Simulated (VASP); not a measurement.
Wanted: the native input for a VASP 6.6.1 run.

```
Task                   : single point
Functional             : PBEsol
Potentials or basis    : VASP PAW PBE potentials, release 64 (W_sv, S)
Cutoff                 : 350 eV
k mesh                 : 3 × 3 × 2
Occupations            : gaussian, width 0.03 eV
Spin                   : collinear spin
Starting moments       : [0.0, 0.0, 0.0, 0.0, 1.0, 1.0, 1.0, 0.0, 0.0, 0.0, 0.0, 0.0, 0.0, 0.0, 0.0, 0.0, 0.0, 0.0, 0.0, 0.0, 0.0, 0.0, 0.0] μB
Dq                     : -1
Further INCAR settings : LREAL = Auto; ALGO = Normal; EDIFF = 1e-05; NBANDS = 122; ISYM = 0; NELECT = 203.0
```

The structure of W8S15 (a cell with a defect) lies in POSCAR:

```
W8S15                                   
1.0
    6.3064000000      0.0000000000      0.0000000000
   -3.1532000000      5.4615026064      0.0000000000
    0.0000000000      0.0000000000     12.3230000000
  W               S             
     8    15
Direct
     0.1658915479404185    0.3329142294068497    0.2501673716656141
     0.1632905188394831    0.8314537808029491    0.2505477360184241
     0.6667537404982316    0.3351897470361300    0.2506463408431440
     0.6671305531384129    0.8318245467260758    0.2506274989989548
     0.3329190373170652    0.1657553484555188    0.7515429065886876
     0.3331869797724594    0.6687572997296664    0.7515870576458396
     0.8307327623396757    0.1656347363152204    0.7516125761164321
     0.8323082977764743    0.6668559660993343    0.7508434462889227
     0.1657632981175212    0.8334911565075918    0.6234490506398375
     0.6654770392340266    0.3330407900764021    0.6236363250656728
     0.6655692786176666    0.8335389009968778    0.6234891175400554
     0.3328063623407955    0.1657043596978165    0.1235221425384370
     0.3330621029448252    0.6669965122627124    0.1234960091803891
     0.8316365550537976    0.1660212301000560    0.1236134399841247
     0.8322245107962026    0.6661223923953459    0.1230343577819980
     0.1657361202885041    0.3336228310378676    0.8743823034863669
     0.1666171298373816    0.8340361910979474    0.8780009633686688
     0.6649706439498787    0.3322393452921747    0.8778320031836909
     0.6652114448867131    0.8340545391034857    0.8779794329307964
     0.3323180223767516    0.1656405052871318    0.3773523708337730
     0.3327252218446770    0.6666132481314357    0.3773691364172266
     0.8322111121052309    0.1662454178040865    0.3774643102890941
     0.8325247199837940    0.6662299256373163    0.3785491025938527
```

The input as run:

INCAR

```
PREC = Accurate ; ENCUT = 350
EDIFF = 1E-5 ; ISMEAR = 0
SIGMA = 0.03 ; LREAL = Auto
LASPH = True ; NELM = 120
ALGO = Normal ; ISIF = 2
LWAVE = False ; LCHARG = False
ISPIN = 2 ; MAGMOM = 0 0 0 0 1 1 1 0 0 0 0 0 0 0 0 0 0 0 0 0 0 0 0
LORBIT = 11 ; LMAXMIX = 4
GGA = PS ; NBANDS = 122
NELECT = 203.0 ; ISYM = 0
KPAR = 4
```

KPOINTS

```
Automatic mesh
0
Gamma
  3 3 2
```

Potentials or basis: VASP PAW PBE potentials, release 64 (W_sv, S).

The run is started by

```console
$ cat potpaw_PBE.64/W_sv/POTCAR potpaw_PBE.64/S/POTCAR > POTCAR
$ mpirun -np 4 vasp_std > vasp.out
```

It gave:

```yaml
Largest_force: 0.598 eV/Å
Net_moment: 0.33 μB per cell
Site_moments: W +0.00, -0.00, +0.08, +0.09 (each value once); S +0.00, -0.00 (each value once) μB
Valence_electrons_inside_the_program's_atomic_spheres: W 12.10, 12.11, 12.04, 12.09 (each value once); S 3.71, 3.72 (each value once)
```

Caveat: the k points lie up to 0.38 Å⁻¹ apart; the PAW data sets were made with another functional, which shifts forces and pressure a little.

Run time: 8 min on 4 MPI ranks on Intel(R) Xeon(R) Platinum 8259CL CPU @ 2.50GHz (Skylake/Cascade Lake), on a shared host, peak memory 0.66 GiB a rank.
